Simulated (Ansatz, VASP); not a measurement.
P in VASP and in Ansatz

```
P
1.0
     0.00000    1.93787    1.93787
     1.93787    0.00000    1.93787
     1.93787    1.93787    0.00000
P
1
Direct
  0.00000 0.00000 0.00000
```

Alike in both runs: functional PBE; k mesh 20 × 20 × 20; occupations fermi-dirac, width 0.05 eV; no spin polarisation.

Ansatz relaxed the structure, and its values are those at the end. VASP's run is a single point on that final structure, the one shown.

|  | VASP | Ansatz |
| --- | --- | --- |
| version | VASP 6.6.1 | Ansatz 0.2.0 |
| potentials or method | VASP PAW PBE potentials, release 64 (P) | PAW with Ansatz's default frozen-core files, scalar-relativistic |
| plane-wave cutoff (eV) | 520 | 420 |
| valence electrons in the cell | 5 | 5 |

```csv
,VASP,Ansatz,Ansatz less VASP
pressure (GPa),-0.1,0.0,+0.17
```

With one functional, cell and mesh, what is left measures potentials, basis and numerics.
